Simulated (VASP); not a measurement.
# Si (Fd-3m) in VASP: relaxation of cell and atoms with PBE+D3(BJ)

Aim: the relaxation of cell and atoms of Si with PBE+D3(BJ).

All numbers are computed with VASP 6.6.1; they aren't measurements. Logs are shortened: lines on timing, memory, paths and dates and some standing lists are left out, and cuts for length are marked.

### Step 1. The cell of the first run

Symmetry: Fd-3m, No. 227, cubic system. Conventional cell: a = 5.421 Å, b = 5.421 Å, c = 5.421 Å, α = 90.00°, β = 90.00°, γ = 90.00°. Si (site symmetry -43m) has 4 Si at 2.35 Å within 3.1 Å.

### Step 2. Relaxation of cell and atoms, PBE+D3(BJ)

INCAR

```
ALGO = Normal
EDIFF = 1E-7
EDIFFG = -0.002
ENCUT = 500
GGA = PE
GGA_COMPAT = False
IBRION = 2
ISIF = 3
ISMEAR = 0
IVDW = 12
LASPH = True
LCHARG = False
LREAL = False
LWAVE = False
NELM = 120
NELMIN = 4
NSW = 100
PREC = Accurate
SIGMA = 0.02
```

KPOINTS

```
k-points
0
Gamma
  12 12 12
```

POSCAR

```
Si
1.0
    0.0000000000      2.7105460631      2.7105460631
    2.7105460631      0.0000000000      2.7105460631
    2.7105460631      2.7105460631      0.0000000000
Si
2
Direct
    0.0000000000      0.0000000000      0.0000000000
    0.2500000000      0.2500000000      0.2500000000
```

Potentials or basis: VASP PAW PBE potentials, release 64 (Si).

Started as:

```sh
> cat potpaw_PBE.64/Si/POTCAR > POTCAR
> mpirun -np 1 vasp_std > vasp.out
```

OUTCAR:

```text
EDIFF = 1E-7
   EDIFFG = -0.002
   ENCUT = 500
   GGA = PE
   IBRION = 2
   ISIF = 3
   ISMEAR = 0
   IVDW = 12
   LASPH = True
   LREAL = False
   NELM = 120
   NELMIN = 4
   NSW = 100
   PREC = Accurate
 IVDW          = 12

 ion  position               nearest neighbor table
   1  0.000  0.000  0.000-   2 2.35   2 2.35   2 2.35   2 2.35
   2  0.250  0.250  0.250-   1 2.35   1 2.35   1 2.35   1 2.35

  LATTYP: Found a face centered cubic cell.
 ALAT       =     5.4210921262

  Lattice vectors:

 A1 = (   0.0000000000,   2.7105460631,   2.7105460631)
 A2 = (   2.7105460631,   0.0000000000,   2.7105460631)
 A3 = (   2.7105460631,   2.7105460631,   0.0000000000)

Analysis of symmetry for initial positions (statically):
=====================================================================
 Subroutine PRICEL returns:
 Original cell was already a primitive cell.

 Routine SETGRP: Setting up the symmetry group for a
 face centered cubic supercell.

 Subroutine GETGRP returns: Found 48 space group operations
 (whereof 24 operations were pure point group operations)
 out of a pool of 48 trial point group operations.

The static configuration has the point symmetry T_d .
 The point group associated with its full space group is O_h .

Analysis of symmetry for dynamics (positions and initial velocities):
=====================================================================
 Subroutine PRICEL returns:
 Original cell was already a primitive cell.

 Routine SETGRP: Setting up the symmetry group for a
 face centered cubic supercell.

 Subroutine GETGRP returns: Found 48 space group operations
 (whereof 24 operations were pure point group operations)
 out of a pool of 48 trial point group operations.

The dynamic configuration has the point symmetry T_d .
 The point group associated with its full space group is O_h .

 Subroutine INISYM returns: Found 48 space group operations
 (whereof 24 operations are pure point group operations),
 and found     1 'primitive' translations

----------------------------------------------------------------------------------------

                                     Primitive cell

  volume of cell :      39.8291

  direct lattice vectors                    reciprocal lattice vectors
     0.000000000  2.710546063  2.710546063    -0.184464676  0.184464676  0.184464676
     2.710546063  0.000000000  2.710546063     0.184464676 -0.184464676  0.184464676
     2.710546063  2.710546063  0.000000000     0.184464676  0.184464676 -0.184464676

  length of vectors
     3.833291004  3.833291004  3.833291004     0.319502190  0.319502190  0.319502190

  position of ions in fractional coordinates (direct lattice)
     0.000000000  0.000000000  0.000000000
     0.250000000  0.250000000  0.250000000

  ion indices of the primitive-cell ions
   primitive index   ion index
                 1           1
                 2           2

----------------------------------------------------------------------------------------

 KPOINTS: k-points

Automatic generation of k-mesh.
 Grid dimensions read from file:
 generate k-points for:   12   12   12

 Generating k-lattice:

  Cartesian coordinates                     Fractional coordinates (reciprocal lattice)
    -0.015372056  0.015372056  0.015372056     0.083333333  0.000000000  0.000000000
     0.015372056 -0.015372056  0.015372056     0.000000000  0.083333333  0.000000000
     0.015372056  0.015372056 -0.015372056     0.000000000  0.000000000  0.083333333

  Length of vectors
     0.026625183  0.026625183  0.026625183

  Shift w.r.t. Gamma in fractional coordinates (k-lattice)
     0.000000000  0.000000000  0.000000000

 Subroutine IBZKPT returns following result:
 ===========================================

 Found     72 irreducible k-points:

 Following reciprocal coordinates:
            Coordinates               Weight
  0.000000  0.000000  0.000000      1.000000
  0.083333  0.000000  0.000000      8.000000
  0.166667  0.000000  0.000000      8.000000
  0.250000  0.000000  0.000000      8.000000
  0.333333  0.000000  0.000000      8.000000
  0.416667  0.000000  0.000000      8.000000
[... 16 lines left out ...]
  0.500000  0.166667  0.000000     24.000000
 -0.416667  0.166667  0.000000     24.000000
 [... further k-points ...]
   k-points           NKPTS =     72   k-points in BZ     NKDIM =     72   number of bands    NBANDS=      8
   number of dos      NEDOS =    301   number of ions     NIONS =      2
   total plane-waves  NPLWV =  21952
   dimension x,y,z NGX =    28 NGY =   28 NGZ =   28
   dimension x,y,z NGXF=    56 NGYF=   56 NGZF=   56
   ions per type =               2
   NGX,Y,Z   is equivalent  to a cutoff of  12.14, 12.14, 12.14 a.u.
   NGXF,Y,Z  is equivalent  to a cutoff of  24.29, 24.29, 24.29 a.u.
 SYSTEM =  unknown system
   PREC   = accura    normal or accurate (medium, high low for compatibility)
   ISTART =      0    job   : 0-new  1-cont  2-samecut
   ICHARG =      2    charge: 1-file 2-atom 10-const
   ISPIN  =      1    spin polarized calculation?
   LNONCOLLINEAR =      F non collinear calculations
   LSORBIT =      F    spin-orbit coupling
   LASPH  =      T    aspherical Exc in radial PAW
   ENCUT  =  500.0 eV  36.75 Ry    6.06 a.u.   6.99  6.99  6.99*2*pi/ulx,y,z
   NELM   =    120;   NELMIN=  4; NELMDL= -5     # of ELM steps
   EDIFF  = 0.1E-06   stopping-criterion for ELM
   LREAL  =      F    real-space projection
   EDIFFG = -.2E-02   stopping-criterion for IOM
   NSW    =    100    number of steps for IOM
   IBRION =      2    ionic relax: 0-MD 1-quasi-New 2-CG
   NFREE  =      1    steps in history (QN), initial steepest desc. (CG)
   ISIF   =      3    stress and relaxation
   ISYM   =      2    0-nonsym 1-usesym 2-fastsym
   POTIM  = 0.5000    time-step for ionic-motion
   TEBEG  =    0.0;   TEEND  =   0.0 temperature during run
   PSTRESS=    0.0 pullay stress
   NELECT =       8.0000    total number of electrons
   NUPDOWN=      -1.0000    fix difference up-down
   EMIN   =  10.00;   EMAX   =-10.00  energy-range for DOS
   EFERMI =   0.00;   METHOD = LEGACY
   ISMEAR =     0;   SIGMA  =   0.02  broadening in eV -4-tet -1-fermi 0-gaus
   EFERMI_NEDOS =   21; number of points for ismear=-14 and -15
   IALGO  =     38    algorithm
   IMIX   =      4    mixing-type and parameters
     AMIX     =   0.40;   BMIX     =  1.00
     AMIX_MAG =   1.60;   BMIX_MAG =  1.00
  volume/ion in A,a.u.               =      19.91       134.39
  Fermi-wavevector in a.u.,A,eV,Ry     =   0.958749  1.811772 12.506458  0.919199
  Thomas-Fermi vector in A             =   2.087883
   LORBIT       =      0    0 simple, 1 ext, 2 COOP (PROOUT), +10 PAW based schemes
   GGA     = PE    functional components
   LHFCALC =     F    Hartree Fock is set to
   AEXX    =    0.0000 exact exchange contribution
   IVDW    =    12    specifies the selected vdW correction
   LEPSILON=     F    determine dielectric tensor
   LRPA    =     F    only Hartree local field effects (RPA)
 conjugate gradient relaxation of ions
 non-spin polarized calculation
 Gauss-broadening in eV      SIGMA  =   0.02
  energy-cutoff  :      500.00
  volume of cell :       39.83
 maximum number of plane-waves:      1036
   NGX = 13   NGY = 13   NGZ = 13

--------------------------------------- Ionic step        1  -------------------------------------------

 number of electron       8.0000001 magnetization

 Free energy of the ion-electron system (eV)
  ---------------------------------------------------
  ext. energy  EPLUGINS =         0.00000000
  ---------------------------------------------------
  free energy    TOTEN  =       -10.84177970 eV

  energy without entropy =      -10.84177970  energy(sigma->0) =      -10.84177970

------------------------ aborting loop because EDIFF is reached ----------------------------------------

 Edisp (eV)   -0.63163

 E8    (eV) :    -0.2619

  FORCE on cell =-STRESS in cart. coord.  units (eV):
  Direction    XX          YY          ZZ          XY          YZ          ZX
  --------------------------------------------------------------------------------------
  -------------------------------------------------------------------------------------
  Total      -0.01582    -0.01582    -0.01582     0.00000    -0.00000    -0.00000
  in kB      -0.63657    -0.63657    -0.63657     0.00000    -0.00000    -0.00000
  external pressure =       -0.64 kB  Pullay stress =        0.00 kB

 VOLUME and BASIS-vectors are now :
 -----------------------------------------------------------------------------
  energy-cutoff  :      500.00
  volume of cell :       39.83
      direct lattice vectors                 reciprocal lattice vectors
     0.000000000  2.710546063  2.710546063    -0.184464676  0.184464676  0.184464676
     2.710546063  0.000000000  2.710546063     0.184464676 -0.184464676  0.184464676
     2.710546063  2.710546063  0.000000000     0.184464676  0.184464676 -0.184464676
[... 41 lines left out ...]
 POSITION                                       TOTAL-FORCE (eV/Angst)
 -----------------------------------------------------------------------------------
      5.41902      5.41902      5.41902        -0.000000     -0.000000      0.000000
      1.35476      1.35476      1.35476         0.000000      0.000000     -0.000000
 -----------------------------------------------------------------------------------
    total drift:                                0.000000      0.000000     -0.000000

  FREE ENERGIE OF THE ION-ELECTRON SYSTEM (eV)
  ---------------------------------------------------
  free  energy   TOTEN  =       -11.4734183783 eV

  energy  without entropy=      -11.4734183783  energy(sigma->0) =      -11.47341838

--------------------------------------- Ionic step        3  -------------------------------------------

 number of electron       8.0000001 magnetization

 Free energy of the ion-electron system (eV)
  ---------------------------------------------------
  ext. energy  EPLUGINS =         0.00000000
  ---------------------------------------------------
  free energy    TOTEN  =       -10.84131385 eV

  energy without entropy =      -10.84131385  energy(sigma->0) =      -10.84131385

 E-fermi :   6.0310     XC(G=0):  -9.4329

 val. band max:        5.8872427036   @ k =   0.0000   0.0000   0.0000
 cond. band min:       6.4492463799   @ k =   0.4167   0.4167   0.0000
 fundamental gap:      0.5620036763
 Fermi energy:         6.0310141255

 k-point     1 :       0.0000    0.0000    0.0000
  band No.  band energies     occupation
      1      -6.1119      2.00000
      2       5.8872      2.00000
      3       5.8872      2.00000
      4       5.8872      2.00000
      5       8.4555      0.00000
      6       8.4555      0.00000
      7       8.4555      0.00000
      8       9.3313      0.00000

 k-point     2 :       0.0833    0.0000    0.0000
  band No.  band energies     occupation
      1      -6.0204      2.00000
      2       5.0297      2.00000
      3       5.7429      2.00000
      4       5.7429      2.00000
      5       8.5102      0.00000
      6       8.6681      0.00000
      7       8.6681      0.00000
      8       9.9819      0.00000
[... 221 lines left out ...]
 k-point    23 :       0.5000    0.1667    0.0000
  band No.  band energies     occupation
      1      -3.6059      2.00000
      2      -0.7374      2.00000
      3       3.1011      2.00000
      4       4.1037      2.00000
      5       7.9312      0.00000
      6      10.0208      0.00000
      7      10.5146      0.00000
      8      12.3266      0.00000

 k-point    24 :      -0.4167    0.1667    0.0000
  band No.  band energies     occupation
      1      -3.4903      2.00000
      2      -0.8986      2.00000
      3       2.8856      2.00000
      4       4.2889      2.00000
      5       8.0790      0.00000
      6       9.9710      0.00000
      7      10.2872      0.00000
      8      13.8903      0.00000

 [... further k-points ...]

------------------------ aborting loop because EDIFF is reached ----------------------------------------

 Edisp (eV)   -0.63211

 E8    (eV) :    -0.2621

  FORCE on cell =-STRESS in cart. coord.  units (eV):
  Direction    XX          YY          ZZ          XY          YZ          ZX
  --------------------------------------------------------------------------------------
  -------------------------------------------------------------------------------------
  Total       0.00141     0.00141     0.00141     0.00000    -0.00000    -0.00000
  in kB       0.05695     0.05695     0.05695     0.00000    -0.00000    -0.00000
  external pressure =        0.06 kB  Pullay stress =        0.00 kB

 VOLUME and BASIS-vectors are now :
 -----------------------------------------------------------------------------
  energy-cutoff  :      500.00
  volume of cell :       39.80
      direct lattice vectors                 reciprocal lattice vectors
     0.000000000  2.709866853  2.709866853    -0.184510910  0.184510910  0.184510910
     2.709866853 -0.000000000  2.709866853     0.184510910 -0.184510910  0.184510910
     2.709866853  2.709866853  0.000000000     0.184510910  0.184510910 -0.184510910

 POSITION                                       TOTAL-FORCE (eV/Angst)
 -----------------------------------------------------------------------------------
      0.00000      0.00000      0.00000         0.000000      0.000000      0.000000
      1.35493      1.35493      1.35493        -0.000000     -0.000000     -0.000000
 -----------------------------------------------------------------------------------
    total drift:                                0.000000      0.000000     -0.000000

  FREE ENERGIE OF THE ION-ELECTRON SYSTEM (eV)
  ---------------------------------------------------
  free  energy   TOTEN  =       -11.4734205389 eV

  energy  without entropy=      -11.4734205389  energy(sigma->0) =      -11.47342054

 reached required accuracy - stopping structural energy minimisation
```

It took 39 s on 1 thread of AMD EPYC 7R13, shared host; peak memory 0.14 GiB.

What came out:

```
Free energy                           : -11.4734 eV
Relaxed volume                        : 19.90 Å³/atom
Relaxed cell                          : a = 3.832 Å, b = 3.832 Å, c = 3.832 Å, α = 60.00°, β = 60.00°, γ = 60.00°
Space group after relaxing (to 0.1 Å) : Fd-3m (No. 227)
Energy gained by relaxing             : 0.0 meV/atom
Ionic steps                           : 3
Pressure after relaxing               : 0.0 GPa
Band gap on the k mesh                : 0.56 eV (least direct gap 2.57 eV)
Dispersion energy per atom            : -0.316 eV
```

Final structure:
```
Si
1.0
     0.00000    2.70987    2.70987
     2.70987    0.00000    2.70987
     2.70987    2.70987    0.00000
Si
2
Direct
  0.00000 0.00000 0.00000
  0.25000 0.25000 0.25000
```

Levels at points of the mesh, in eV from the valence-band top:
```
           k point  band 2  band 3  band 4  band 5  band 6  band 7
(0.00, 0.00, 0.00)    0.00    0.00    0.00    2.57    2.57    2.57
(0.50, 0.00, 0.00)   -6.99   -1.20   -1.20    1.56    3.34    3.34
(0.50, 0.50, 0.00)   -7.83   -2.86   -2.86    0.70    0.70   10.17
```

A k mesh can miss the band edges.
